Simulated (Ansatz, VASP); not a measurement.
**TiAl3: VASP beside Ansatz**

```
Ti Al
1.0
     2.83968    0.00000    0.00000
     0.00000    4.68126    0.00000
     0.00000    0.00000    4.90074
Ti Al
1 3
Cartesian
  0.0000 2.3406 0.8131
  1.4198 2.3406 3.2701
  1.4198 0.0000 1.6217
  0.0000 0.0000 4.0965
```

Alike in both runs: task single point; functional r2SCAN; k mesh 14 × 10 × 10; occupations gaussian, width 0.2 eV; no spin polarisation.

|  | VASP | Ansatz |
| --- | --- | --- |
| version | VASP 6.6.1 | Ansatz 0.2.0 |
| potentials or method | VASP PAW PBE potentials, release 64 (Ti_sv, Al), cutoff 520 eV | scalar-relativistic, plane waves, PAW |
| valence electrons in the cell | 21 | 21 |

```tsv
	VASP	Ansatz	Ansatz less VASP
gap on the k mesh at the Fermi level (eV)	none	none	-
pressure (GPa)	-2.2	-2.1	+0.09
traceless stress, the component that is largest in VASP (GPa)	-1.31	-1.31	+0.008
rms of the force components (eV/Å)	0.020	0.016	-0.0036
```

VASP's potentials were made for PBE, not for r2SCAN. Atom by atom the forces differ by 0.005 eV/Å (rms over components). A gap of «none» marks a metal or a gap that the smearing closes.
